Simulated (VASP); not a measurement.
# TaN (P3m1) in VASP: a series of runs, part 2 of 2

VASP 6.6.1. Earlier steps stand in the parts before.

### Step 4. Single point, PBE

This run uses another cell than the first one, of 21.53 Å³/atom, 1.528 times its volume.

Input file INCAR:

```
SYSTEM = TaN
PREC     = Accurate       ! precision mode
ENCUT    = 520            ! plane-wave cutoff, eV
EDIFF    = 1E-6           ! SCF threshold, eV
ISMEAR   = 0              ! smearing method
SIGMA    = 0.02           ! smearing width, eV
LREAL    = .FALSE.        ! projectors in reciprocal space
LASPH    = .TRUE.         ! aspherical terms in the spheres
NELM     = 60             ! most SCF steps
ALGO     = Normal         ! electronic algorithm
ISIF     = 2              ! what is computed and relaxed
LWAVE    = .FALSE.        ! write WAVECAR
LCHARG   = .FALSE.        ! write CHGCAR
GGA      = PE             ! functional
NBANDS   = 15             ! bands
```

Input file KPOINTS:

```
Automatic mesh
0
G
  12 12 8
  0 0 0
```

Input file POSCAR:

```
TaN
1.0
    3.1432890615      0.0000000000      0.0000000000
   -1.5716445308      2.7221681787      0.0000000000
    0.0000000000      0.0000000000      5.0323740314
Ta N
1 1
Direct
    0.3333333333      0.6666666667      0.8078798455
    0.6666666667      0.3333333333      0.6499118545
```

Potentials or basis: VASP PAW PBE potentials, release 64 (Ta_pv, N).

The run is started by

```bash
> cat potpaw_PBE.64/Ta_pv/POTCAR potpaw_PBE.64/N/POTCAR > POTCAR
> mpirun -np 1 vasp_std > vasp.out
```

OUTCAR:

```text
SYSTEM = TaN
   PREC = Accurate
   ENCUT = 520
   EDIFF = 1E-6
   ISMEAR = 0
   LREAL = .FALSE.
   LASPH = .TRUE.
   NELM = 60
   ISIF = 2
   GGA = PE

 ion  position               nearest neighbor table
   1  0.333  0.667  0.808-   2 1.98   2 1.98   2 1.98
   2  0.667  0.333  0.650-   1 1.98   1 1.98   1 1.98

  LATTYP: Found a hexagonal cell.
 ALAT       =     3.1432890615
 C/A-ratio  =     1.6009898972

  Lattice vectors:

 A1 = (   3.1432890615,   0.0000000000,   0.0000000000)
 A2 = (  -1.5716445308,   2.7221681787,   0.0000000000)
 A3 = (   0.0000000000,   0.0000000000,   5.0323740314)

Analysis of symmetry for initial positions (statically):
=====================================================================
 Subroutine PRICEL returns:
 Original cell was already a primitive cell.

 Routine SETGRP: Setting up the symmetry group for a
 hexagonal supercell.

 Subroutine GETGRP returns: Found  6 space group operations
 (whereof  6 operations were pure point group operations)
 out of a pool of 24 trial point group operations.

The static configuration has the point symmetry C_3v.

Analysis of symmetry for dynamics (positions and initial velocities):
=====================================================================
 Subroutine PRICEL returns:
 Original cell was already a primitive cell.

 Routine SETGRP: Setting up the symmetry group for a
 hexagonal supercell.

 Subroutine GETGRP returns: Found  6 space group operations
 (whereof  6 operations were pure point group operations)
 out of a pool of 24 trial point group operations.

The dynamic configuration has the point symmetry C_3v.

 Subroutine INISYM returns: Found  6 space group operations
 (whereof  6 operations are pure point group operations),
 and found     1 'primitive' translations

----------------------------------------------------------------------------------------

                                     Primitive cell

  volume of cell :      43.0598

  direct lattice vectors                    reciprocal lattice vectors
     3.143289061  0.000000000  0.000000000     0.318138097  0.183677116  0.000000000
    -1.571644531  2.722168179  0.000000000     0.000000000  0.367354232  0.000000000
     0.000000000  0.000000000  5.032374031     0.000000000  0.000000000  0.198713369

  length of vectors
     3.143289061  3.143289062  5.032374031     0.367354232  0.367354232  0.198713369

  position of ions in fractional coordinates (direct lattice)
     0.333333333  0.666666667  0.807879845
     0.666666667  0.333333333  0.649911854

  ion indices of the primitive-cell ions
   primitive index   ion index
                 1           1
                 2           2

----------------------------------------------------------------------------------------

 KPOINTS: Automatic mesh

Automatic generation of k-mesh.
 Grid dimensions read from file:
 generate k-points for:   12   12    8

 Generating k-lattice:

  Cartesian coordinates                     Fractional coordinates (reciprocal lattice)
     0.026511508  0.015306426  0.000000000     0.083333333 -0.000000000  0.000000000
     0.000000000  0.030612853  0.000000000     0.000000000  0.083333333  0.000000000
     0.000000000  0.000000000  0.024839171     0.000000000  0.000000000  0.125000000

  Length of vectors
     0.030612853  0.030612853  0.024839171

  Shift w.r.t. Gamma in fractional coordinates (k-lattice)
     0.000000000  0.000000000  0.000000000

 Subroutine IBZKPT returns following result:
 ===========================================

 Found    131 irreducible k-points:

 Following reciprocal coordinates:
            Coordinates               Weight
  0.000000  0.000000  0.000000      1.000000
  0.083333 -0.000000  0.000000      6.000000
  0.166667 -0.000000  0.000000      6.000000
  0.250000  0.000000  0.000000      6.000000
  0.333333 -0.000000  0.000000      6.000000
  0.416667 -0.000000  0.000000      6.000000
[... 16 lines left out ...]
  0.166667 -0.000000  0.125000      6.000000
  0.000000  0.166667  0.125000      6.000000
 [... further k-points ...]
   k-points           NKPTS =    131   k-points in BZ     NKDIM =    131   number of bands    NBANDS=     15
   number of dos      NEDOS =    301   number of ions     NIONS =      2
   total plane-waves  NPLWV =  23040
   dimension x,y,z NGX =    24 NGY =   24 NGZ =   40
   dimension x,y,z NGXF=    48 NGYF=   48 NGZF=   80
   ions per type =               1   1
   NGX,Y,Z   is equivalent  to a cutoff of  12.69, 12.69, 13.21 a.u.
   NGXF,Y,Z  is equivalent  to a cutoff of  25.39, 25.39, 26.43 a.u.
 SYSTEM =  TaN
   PREC   = accura    normal or accurate (medium, high low for compatibility)
   ISTART =      0    job   : 0-new  1-cont  2-samecut
   ICHARG =      2    charge: 1-file 2-atom 10-const
   ISPIN  =      1    spin polarized calculation?
   LNONCOLLINEAR =      F non collinear calculations
   LSORBIT =      F    spin-orbit coupling
   LASPH  =      T    aspherical Exc in radial PAW
   ENCUT  =  520.0 eV  38.22 Ry    6.18 a.u.   5.84  5.84  9.36*2*pi/ulx,y,z
   NELM   =     60;   NELMIN=  2; NELMDL= -5     # of ELM steps
   EDIFF  = 0.1E-05   stopping-criterion for ELM
   LREAL  =      F    real-space projection
   EDIFFG = 0.1E-04   stopping-criterion for IOM
   NSW    =      0    number of steps for IOM
   IBRION =     -1    ionic relax: 0-MD 1-quasi-New 2-CG
   NFREE  =      0    steps in history (QN), initial steepest desc. (CG)
   ISIF   =      2    stress and relaxation
   ISYM   =      2    0-nonsym 1-usesym 2-fastsym
   POTIM  = 0.5000    time-step for ionic-motion
   TEBEG  =    0.0;   TEEND  =   0.0 temperature during run
   PSTRESS=    0.0 pullay stress
   NELECT =      16.0000    total number of electrons
   NUPDOWN=      -1.0000    fix difference up-down
   EMIN   =  10.00;   EMAX   =-10.00  energy-range for DOS
   EFERMI =   0.00;   METHOD = LEGACY
   ISMEAR =     0;   SIGMA  =   0.02  broadening in eV -4-tet -1-fermi 0-gaus
   EFERMI_NEDOS =   21; number of points for ismear=-14 and -15
   IALGO  =     38    algorithm
   IMIX   =      4    mixing-type and parameters
     AMIX     =   0.40;   BMIX     =  1.00
     AMIX_MAG =   1.60;   BMIX_MAG =  1.00
  volume/ion in A,a.u.               =      21.53       145.29
  Fermi-wavevector in a.u.,A,eV,Ry     =   1.176948  2.224110 18.846893  1.385208
  Thomas-Fermi vector in A             =   2.313303
   LORBIT       =      0    0 simple, 1 ext, 2 COOP (PROOUT), +10 PAW based schemes
   GGA     = PE    functional components
   LHFCALC =     F    Hartree Fock is set to
   AEXX    =    0.0000 exact exchange contribution
   IVDW    =     0    specifies the selected vdW correction
   LEPSILON=     F    determine dielectric tensor
   LRPA    =     F    only Hartree local field effects (RPA)
 non-spin polarized calculation
 Gauss-broadening in eV      SIGMA  =   0.02
  energy-cutoff  :      520.00
  volume of cell :       43.06
 maximum number of plane-waves:      1182
   NGX = 11   NGY = 11   NGZ = 19

 number of electron      15.9999999 magnetization

 Free energy of the ion-electron system (eV)
  ---------------------------------------------------
  ext. energy  EPLUGINS =         0.00000000
  ---------------------------------------------------
  free energy    TOTEN  =       -20.11921860 eV

  energy without entropy =      -20.11921860  energy(sigma->0) =      -20.11921860

 E-fermi :   1.9731     XC(G=0):  -9.0869

 val. band max:        1.7881390454   @ k =   0.2500   0.1667   0.3750
 cond. band min:       2.3153056318   @ k =   0.2500   0.2500   0.0000
 fundamental gap:      0.5271665864
 Fermi energy:         1.9731188123

 k-point     1 :       0.0000    0.0000    0.0000
  band No.  band energies     occupation
      1     -33.3592      2.00000
      2     -33.0148      2.00000
      3     -33.0148      2.00000
      4     -13.8159      2.00000
      5      -3.5079      2.00000
      6      -3.5079      2.00000
      7      -3.4230      2.00000
      8       0.3290      2.00000
      9       3.5899      0.00000
     10       3.5899      0.00000
     11       5.5320      0.00000
     12       8.5123      0.00000
     13       8.5123      0.00000
     14       9.0200      0.00000
     15      10.0825      0.00000
[... 397 lines left out ...]
 k-point    24 :       0.0000    0.1667    0.1250
  band No.  band energies     occupation
      1     -33.3430      2.00000
      2     -33.1697      2.00000
      3     -33.0498      2.00000
      4     -13.5043      2.00000
      5      -4.0121      2.00000
      6      -3.1558      2.00000
      7      -3.0183      2.00000
      8       0.8245      2.00000
      9       3.1916      0.00000
     10       3.4945      0.00000
     11       5.4568      0.00000
     12       8.0272      0.00000
     13       8.7720      0.00000
     14       9.5638      0.00000
     15      11.5833      0.00000

 [... further k-points ...]
[... 5 lines left out ...]
  --------------------------------------------------------------------------------------
  -------------------------------------------------------------------------------------
  Total        0.1303798      0.1303798      0.0523660     -0.0000000      0.0000000     -0.0000000
  in kB        4.8511946      4.8511946      1.9484419     -0.0000000      0.0000000     -0.0000000
  external PRESSURE =       3.8836104 kB  Pullay stress =       0.0000000 kB

 VOLUME and BASIS-vectors are now :
 -----------------------------------------------------------------------------
  energy-cutoff  :      520.00
  volume of cell :       43.06
      direct lattice vectors                 reciprocal lattice vectors
     3.143289061  0.000000000  0.000000000     0.318138097  0.183677116  0.000000000
    -1.571644531  2.722168179  0.000000000     0.000000000  0.367354232  0.000000000
     0.000000000  0.000000000  5.032374031     0.000000000  0.000000000  0.198713369

 POSITION                                       TOTAL-FORCE (eV/Angst)
 -----------------------------------------------------------------------------------
     -0.00000      1.81478      4.06555         0.000000      0.000000      0.075267
      1.57164      0.90739      3.27060        -0.000000      0.000000     -0.075267
 -----------------------------------------------------------------------------------
    total drift:                                0.000000     -0.000000      0.000341

  FREE ENERGIE OF THE ION-ELECTRON SYSTEM (eV)
  ---------------------------------------------------
  free  energy   TOTEN  =       -20.1192185999 eV

  energy  without entropy=      -20.1192185999  energy(sigma->0) =      -20.11921860
```

Wall time 44 s (1 thread of AMD EPYC 7R13 (Zen 3), shared host); peak memory 0.19 GiB.

Results:

| Item | Value |
| --- | --- |
| Free energy | -20.1192 eV |
| Pressure | 0.4 GPa |
| Largest force | 0.075 eV/Å |
| Band gap on the k mesh | 0.53 eV, indirect (least direct gap 0.63 eV) |

Forces in eV/Å, atoms in the order of the input:
```
Ta   0.000  0.000  0.075
N    0.000  0.000 -0.075
```

Stress tensor (GPa, compression positive):
```
0.49 0.00 0.00
0.00 0.49 0.00
0.00 0.00 0.19
```

Levels at points of the mesh, in eV from the valence-band top:
| k point | band 5 | band 6 | band 7 | band 8 | band 9 | band 10 | band 11 | band 12 |
| --- | --- | --- | --- | --- | --- | --- | --- | --- |
| (0.00, 0.00, 0.00) | -5.30 | -5.30 | -5.21 | -1.46 | 1.80 | 1.80 | 3.74 | 6.72 |
| (0.50, 0.00, 0.00) | -6.12 | -4.06 | -3.26 | -0.40 | 1.20 | 2.32 | 3.24 | 5.49 |
| (0.00, 0.00, 0.50) | -5.39 | -5.29 | -5.29 | -0.77 | 1.78 | 1.78 | 3.15 | 5.45 |
| (0.50, 0.00, 0.50) | -6.13 | -4.08 | -3.29 | -0.34 | 1.63 | 2.52 | 3.23 | 5.10 |

Caveat: spin-orbit coupling is left out, which moves the levels of the heavy elements.

### Step 5. Relaxation of cell and atoms, PBE

This run uses another cell than the first one, of 20.68 Å³/atom, 1.468 times its volume.

Input file INCAR:

```
PREC = Accurate ; ENCUT = 600
EDIFF = 1E-6 ; ISMEAR = 0
SIGMA = 0.02 ; LREAL = F
LASPH = T ; NELM = 80
ALGO = Normal ; ISIF = 3
LWAVE = F ; LCHARG = F
GGA = PE ; IBRION = 2
NSW = 100 ; EDIFFG = -0.01
```

Input file KPOINTS:

```
regular mesh
0
Gamma
  12 12 8
```

Input file POSCAR:

```
TaN
1.0
    3.1451373700      0.0000000000      0.0000000000
   -1.5725686850      2.7237688608      0.0000000000
    0.0000000000      0.0000000000      4.8287683951
Ta N
1 1
Direct
    0.3333333333      0.6666666667      0.8109056217
    0.6666666667      0.3333333333      0.6468860783
```

Potentials or basis: VASP PAW PBE potentials, release 64 (Ta_pv, N).

The run is started by

```bash
> cat potpaw_PBE.64/Ta_pv/POTCAR potpaw_PBE.64/N/POTCAR > POTCAR
> mpirun -np 1 vasp_std > vasp.out
```

OUTCAR:

```text
PREC = Accurate
   ENCUT = 600
   EDIFF = 1E-6
   ISMEAR = 0
   LREAL = F
   LASPH = T
   NELM = 80
   ISIF = 3
   GGA = PE
   IBRION = 2
   NSW = 100
   EDIFFG = -0.01

 ion  position               nearest neighbor table
   1  0.333  0.667  0.811-   2 1.98   2 1.98   2 1.98
   2  0.667  0.333  0.647-   1 1.98   1 1.98   1 1.98

  LATTYP: Found a hexagonal cell.
 ALAT       =     3.1451373700
 C/A-ratio  =     1.5353123972

  Lattice vectors:

 A1 = (   3.1451373700,   0.0000000000,   0.0000000000)
 A2 = (  -1.5725686850,   2.7237688608,   0.0000000000)
 A3 = (   0.0000000000,   0.0000000000,   4.8287683951)

Analysis of symmetry for initial positions (statically):
=====================================================================
 Subroutine PRICEL returns:
 Original cell was already a primitive cell.

[... 293 lines left out ...]
 fundamental gap:      0.4593444199
 Fermi energy:         2.2798386481

 k-point     1 :       0.0000    0.0000    0.0000
  band No.  band energies     occupation
      1     -33.0839      2.00000
      2     -32.7383      2.00000
      3     -32.7383      2.00000
      4     -13.5318      2.00000
      5      -3.2112      2.00000
      6      -3.2112      2.00000
      7      -3.1356      2.00000
      8       0.5762      2.00000
      9       3.8682      0.00000
     10       3.8682      0.00000
     11       5.8250      0.00000
     12       8.7633      0.00000
[... 331 lines left out ...]
 k-point    24 :       0.0000    0.1667    0.1250
  band No.  band energies     occupation
      1     -33.0678      2.00000
      2     -32.8918      2.00000
      3     -32.7730      2.00000
      4     -13.2204      2.00000
      5      -3.7251      2.00000
      6      -2.8610      2.00000
      7      -2.7317      2.00000
      8       1.0895      2.00000
      9       3.4808      0.00000
     10       3.7714      0.00000
     11       5.7040      0.00000
     12       8.4127      0.00000

 [... further k-points ...]
[... 5 lines left out ...]
  --------------------------------------------------------------------------------------
  -------------------------------------------------------------------------------------
  Total       -0.0106032     -0.0106032      0.0117645      0.0000000      0.0000000      0.0000000
  in kB       -0.4100691     -0.4100691      0.4549796      0.0000000      0.0000000      0.0000000
  external PRESSURE =      -0.1217195 kB  Pullay stress =       0.0000000 kB
[... 17 lines left out ...]
  FREE ENERGIE OF THE ION-ELECTRON SYSTEM (eV)
  ---------------------------------------------------
  free  energy   TOTEN  =       -20.1203487424 eV

  energy  without entropy=      -20.1203487424  energy(sigma->0) =      -20.12034874

 reached required accuracy - stopping structural energy minimisation
```

OSZICAR:

```text
N       E                     dE             d eps       ncg     rms          rms(c)
DAV:   1     0.113531820831E+03    0.11353E+03   -0.97688E+03  3144   0.140E+03
DAV:   2    -0.166117018488E+02   -0.13014E+03   -0.12272E+03  3680   0.330E+02
DAV:   3    -0.238938838749E+02   -0.72822E+01   -0.71363E+01  3928   0.749E+01
[... 28 lines left out ...]
       N       E                     dE             d eps       ncg     rms          rms(c)
DAV:   1    -0.201204515123E+02   -0.16588E-03   -0.11534E-02  3144   0.120E+00    0.676E-02
DAV:   2    -0.201203776684E+02    0.73844E-04   -0.59897E-04  3432   0.234E-01    0.320E-02
DAV:   3    -0.201203491931E+02    0.28475E-04   -0.44747E-05  3948   0.719E-02    0.893E-03
DAV:   4    -0.201203487424E+02    0.45074E-06   -0.34287E-06  3672   0.177E-02
   4 F= -.20120349E+02 E0= -.20120349E+02  d E =-.625461E-04
```

Wall time 1.8 min (1 thread of AMD EPYC 7R13 (Zen 3), shared host); peak memory 0.22 GiB.

What came out:

```
Free energy                            : -20.1203 eV
Relaxed volume                         : 20.71 Å³/atom
Relaxed cell                           : a = 3.146 Å, b = 3.146 Å, c = 4.834 Å, α = 90.00°, β = 90.00°, γ = 120.00°
Space group after relaxing (to 0.05 Å) : P3m1 (No. 156)
Energy gained by relaxing              : 0.2 meV/atom
Ionic steps                            : 4
Pressure after relaxing                : 0.0 GPa
Largest force after relaxing           : 0.005 eV/Å
Band gap on the k mesh                 : 0.46 eV, indirect (least direct gap 0.60 eV)
```

Forces on the atoms (eV/Å):
```
Ta   0.000  0.000  0.005
N    0.000  0.000 -0.005
```

The path:
```
step  energy change (eV)  largest force (eV/Å)  pressure (GPa)  volume (Å³)
   1              0.0000                0.0965            0.44        41.37
   2              0.0017                0.1897           -1.44        41.71
   3             -0.0002                0.0207           -0.07        41.46
   4             -0.0003                0.0045           -0.01        41.43
```

Final structure:
```
CELL_PARAMETERS angstrom
3.14583 0.00000 0.00000
-1.57291 2.72437 0.00000
0.00000 0.00000 4.83383
ATOMIC_POSITIONS crystal
Ta 0.33333 0.66667 0.81139
N 0.66667 0.33333 0.64641
```

Caveat: spin-orbit coupling is left out, which moves the levels of the heavy elements.

### Step 6. Overview

```tsv
task	cell	k mesh	cutoff (eV)	smearing	gap on the mesh (eV)	pressure (GPa)	relaxed volume (Å³/atom)	largest force (eV/Å)
relaxation of cell and atoms	relaxed from a = 2.522, b = 2.522, c = 5.117 Å, angles 90.0, 90.0, 120.0°, 2 atoms	6 × 6 × 4	600	gaussian 0.1 eV	none	0.0	16.00	0.01
single point	a = 3.143, b = 3.143, c = 5.032 Å, angles 90.0, 90.0, 120.0°, 2 atoms	12 × 12 × 8	520	gaussian 0.02 eV	0.53	0.4	-	0.08
relaxation of cell and atoms	relaxed from a = 3.145, b = 3.145, c = 4.829 Å, angles 90.0, 90.0, 120.0°, 2 atoms	12 × 12 × 8	600	gaussian 0.02 eV	0.46	0.0	20.71	-
```

Alike in all rows: level PBE; potentials or basis VASP PAW PBE potentials, release 64 (Ta_pv, N); no spin polarisation.

Caveats: some runs use coarse meshes; spin-orbit coupling is left out, which moves the levels of the heavy elements.

Total energies depend on the potentials used, so only differences within one code and one set of settings carry meaning.
